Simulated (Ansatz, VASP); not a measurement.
Two plane-wave programs on ZnS

```
Zn S
1.0
     0.00000    2.70226    2.70226
     2.70226    0.00000    2.70226
     2.70226    2.70226    0.00000
Zn S
1 1
Direct
  0.00000 0.00000 0.00000
  0.75000 0.75000 0.75000
```

Alike in both runs: task single point; functional r2SCAN; dispersion D4; k mesh 8 × 8 × 8; occupations gaussian, width 0.05 eV; no spin polarisation.

|  | VASP | Ansatz |
| --- | --- | --- |
| version | VASP 6.6.1 | Ansatz 0.2.0 |
| potentials or method | VASP PAW PBE potentials, release 64 (Zn, S), cutoff 520 eV | scalar-relativistic, plane waves, PAW |
| valence electrons in the cell | 18 | 18 |

VASP gave:

```
gap on the k mesh at the Fermi level (eV) : 2.67
least direct gap on the mesh (eV)         : 2.67
pressure (GPa)                            : -1.5
```

Task: What did Ansatz give for the same quantities?

Result: gap on the k mesh at the Fermi level (eV): 2.66; least direct gap on the mesh (eV): 2.66; pressure (GPa): -1.5.

VASP's potentials were made for PBE, not for r2SCAN.
